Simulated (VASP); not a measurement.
## SnO (Romarchite): single point with PBEsol

The system is SnO (Romarchite).

```xyz
4
Lattice="3.7986 0.0000 0.0000 0.0000 3.7986 0.0000 0.0000 0.0000 4.8408" Properties=species:S:1:pos:R:3 pbc="T T T"
Sn    1.8993    0.0000    1.1468
Sn    0.0000    1.8993    3.6940
O     0.0000    0.0000    0.0000
O     1.8993    1.8993    0.0000
```

```json
{"Program": "VASP 6.6.1", "Task": "single point", "Functional": "PBEsol", "Potentials or basis": "VASP PAW PBE potentials, release 64 (Sn_d, O)", "Cutoff": "520 eV", "k mesh": "5 × 5 × 4", "Occupations": "gaussian, width 0.01 eV", "Spin": "no spin polarisation", "Dipole correction": "no", "Further INCAR settings": "ALGO = Normal; EDIFF = 1e-07; NBANDS = 28"}
```

| Quantity | Value |
| --- | --- |
| Pressure | 0.9 GPa |
| Largest force | 0.282 eV/Å |
| Band gap on the k mesh | 0.47 eV, indirect (least direct gap 2.04 eV) |

Forces in eV/Å, atoms in the order of the input:
```
Sn   0.000  0.000  0.282
Sn   0.000  0.000 -0.282
O    0.000  0.000  0.000
O    0.000  0.000  0.000
```

Stress tensor (GPa, compression positive):
```
0.99 0.00 0.00
0.00 0.99 0.00
0.00 0.00 0.64
```

Levels at points of the mesh, in eV from the valence-band top:
| k point | band 18 | band 19 | band 20 | band 21 | band 22 | band 23 |
| --- | --- | --- | --- | --- | --- | --- |
| (0.00, 0.00, 0.00) | -3.24 | -3.24 | 0.00 | 2.04 | 4.23 | 4.71 |
| (0.00, 0.00, 0.50) | -3.25 | -3.13 | -2.24 | 1.56 | 2.94 | 2.94 |

It took 33 s on 1 thread of AMD EPYC 7R43 64-Core Processor (Zen 3), on a shared host, peak memory 0.14 GiB.

Caveat: the PAW data sets were made with another functional, which shifts forces and pressure a little; spin-orbit coupling is left out, which moves the levels of the heavy elements. A k mesh can miss the band edges.
